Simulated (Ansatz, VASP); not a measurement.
**TiC: VASP beside Ansatz**

```
Ti C
1.0
     3.03558    0.00000    0.00000
     0.00000    3.03558    0.00000
     0.00000    0.00000   24.58590
Ti C
5 5
Direct
  0.50000 0.50000 0.32833
  0.00000 0.00000 0.41341
  0.50000 0.50000 0.50000
  0.00000 0.00000 0.58659
  0.50000 0.50000 0.67167
  0.00000 0.00000 0.32384
  0.50000 0.50000 0.41234
  0.00000 0.00000 0.50000
  0.50000 0.50000 0.58766
  0.00000 0.00000 0.67616
```

Alike in both runs: functional PBEsol; k mesh 10 × 10 × 1; occupations gaussian, width 0.1 eV; no spin polarisation.

Ansatz relaxed the structure, and its values are those at the end. VASP's run is a single point on that final structure, the one shown.

|  | VASP | Ansatz |
| --- | --- | --- |
| version | VASP 6.6.1 | Ansatz 0.2.0 |
| potentials or method | VASP PAW PBE potentials, release 64 (Ti_sv, C), cutoff 520 eV | plane-wave PAW, scalar-relativistic |
| valence electrons in the cell | 80 | 80 |

|  | VASP | Ansatz | Ansatz less VASP |
| --- | --- | --- | --- |
| rms of the force components (eV/Å) | 0.004 | 0.000 | -0.0033 |

VASP's potentials were made for PBE, not for PBEsol, and Ansatz warns of the same on its side. With one functional, cell and mesh, what is left measures potentials, basis and numerics. Ansatz's warnings: vacuum below fermi.
